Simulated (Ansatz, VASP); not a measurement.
# Hf: VASP beside Ansatz

INCAR

```
SYSTEM = Hf
PREC     = Accurate       ! precision mode
ENCUT    = 520            ! plane-wave cutoff, eV
EDIFF    = 1E-6           ! SCF threshold, eV
ISMEAR   = -1             ! smearing method
SIGMA    = 0.05           ! smearing width, eV
LREAL    = .False.        ! projectors in reciprocal space
LASPH    = .True.         ! aspherical terms in the spheres
NELM     = 80             ! most SCF steps
ALGO     = Normal         ! electronic algorithm
ISIF     = 2              ! what is computed and relaxed
LWAVE    = .False.        ! write WAVECAR
LCHARG   = .True.         ! write CHGCAR
GGA      = PS             ! functional
LELF     = .True.         ! ELF
LVHAR    = .True.       
NBANDS   = 11             ! bands
```

File KPOINTS:

```
Automatic mesh
0
Gamma
  14 14 14
  0 0 0
```

POSCAR

```
Hf
1.0
   -1.8411000000      1.8411000000      1.8050000000
    1.8411000000     -1.8411000000      1.8050000000
    1.8411000000      1.8411000000     -1.8050000000
Hf
1
Direct
    0.0000000000      0.0000000000      0.0000000000
```

Input for Ansatz:

```yaml
crystal:
  lattice:
    - [-1.8411, 1.8411, 1.805]
    - [1.8411, -1.8411, 1.805]
    - [1.8411, 1.8411, -1.805]
  atoms:
    - { symbol: Hf, position: [0.0, 0.0, 0.0] }
kpoints:
  mp_grid: { grid: [14, 14, 14] }
  band_path:
    path:
      - [0.0, 0.0, 0.0]
      - [0.0, 0.0, 0.5]
      - [-0.5, 0.5, 0.5]
      - [0.0, 0.0, 0.0]
      - [0.4902921953, 0.4902921953, -0.4902921953]
      - [-0.4902921953, 0.5097078047, 0.4902921953]
      - [-0.5, 0.5, 0.5]
      - [0.0, 0.0, 0.5]
      - [0.25, 0.25, 0.25]
    npoints: 5
scf:
  occupations: { method: fermi_dirac, width: 0.05 }
hamiltonian:
  xc: pbesol
  pseudopotentials: { kind: all_electron, lapw: { basis_error: 0.0005 } }
output:
  forces: true
  stress: true
  eigenvalues: true
```

Change from the starting cell: equal xx and yy strain of +2 %.

Alike in both runs: task single point; functional PBEsol; k mesh 14 × 14 × 14; occupations fermi-dirac, width 0.05 eV; no spin polarisation.

```csv
,VASP,Ansatz
version,VASP 6.6.1,Ansatz 0.2.0
potentials or method,"VASP PAW PBE potentials, release 64 (Hf_pv), cutoff 520 eV","all-electron LAPW, scalar-relativistic"
```

```csv
,VASP,Ansatz,Ansatz less VASP
pressure (GPa),-12.1,-11.8,+0.34
"traceless stress, the component that is largest in VASP (GPa)",-0.77,-0.75,+0.020
```

VASP's potentials were made for PBE, not for PBEsol. Ansatz ran all-electron here, and VASP with PAW potentials.

Neither program's run includes spin-orbit coupling.
